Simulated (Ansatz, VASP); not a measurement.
# P: VASP beside Ansatz

```xyz
2
Lattice="1.7257 0.9963 3.1297 -1.7257 0.9963 3.1297 0.0000 -1.9927 3.1297" Properties=species:S:1:pos:R:3 pbc="T T T"
P     0.0900    0.0000    2.1321
P     0.0000    0.0000    7.2570
```

Change from the starting cell: one atom moved.

Alike in both runs: task single point; functional PBE; k mesh 12 × 12 × 12; occupations gaussian, width 0.1 eV; no spin polarisation.

|  | VASP | Ansatz |
| --- | --- | --- |
| version | VASP 6.6.1 | Ansatz 0.2.0 |
| potentials or method | VASP PAW PBE potentials, release 64 (P), cutoff 520 eV | scalar-relativistic, plane waves, PAW |
| valence electrons in the cell | 10 | 10 |

Ansatz gave:

| Item | Value |
| --- | --- |
| gap on the k mesh at the Fermi level (eV) | none |
| pressure (GPa) | 2.2 |
| traceless stress, the component that is largest in VASP (GPa) | -2.02 |
| rms of the force components (eV/Å) | 0.349 |

Estimate VASP's values.

gap on the k mesh at the Fermi level (eV): none; pressure (GPa): 1.9; traceless stress, the component that is largest in VASP (GPa): -1.98; rms of the force components (eV/Å): 0.328.

Atom by atom the forces differ by 0.030 eV/Å (rms over components). A gap of «none» marks a metal or a gap that the smearing closes. The functional is the same, so the differences come from potentials, cutoffs and numerics.
